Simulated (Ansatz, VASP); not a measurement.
## MgS: VASP beside Ansatz

```xyz
4
Lattice="4.0287 0.0000 0.0000 -2.0143 3.3591 0.0000 0.0000 0.0000 6.4542" Properties=species:S:1:pos:R:3 pbc="T T T"
Mg    2.0143    1.1218    3.2216
Mg    0.0000    2.2373    6.4487
S     0.0000    2.2022    2.4258
S     2.0143    1.1569    5.6529
```

Change from the starting cell: uniaxial_y strain -3.7%.

Alike in both runs: task single point; functional r2SCAN; k mesh 12 × 12 × 4; no spin polarisation.

|  | VASP | Ansatz |
| --- | --- | --- |
| version | VASP 6.6.1 | Ansatz 0.2.0 |
| potentials or method | VASP PAW PBE potentials, release 64 (Mg, S) | plane waves, PAW |
| plane-wave cutoff (eV) | 520 | 500 |
| occupations | gaussian, width 0.01 eV | fixed |
| valence electrons in the cell | 16 | 32 |

Ansatz gave:

| Quantity | Value |
| --- | --- |
| gap on the k mesh at the Fermi level (eV) | 4.34 |
| pressure (GPa) | 2.4 |
| traceless stress, the component that is largest in VASP (GPa) | 1.03 |

Q: Which values does VASP return?

A: gap on the k mesh at the Fermi level (eV): 4.32; pressure (GPa): 2.2; traceless stress, the component that is largest in VASP (GPa): 1.04.

VASP's potentials were made for PBE, not for r2SCAN. VASP's potentials hold 16 valence electrons a cell and Ansatz's 32, so a difference there can come from the potentials and not from the codes.
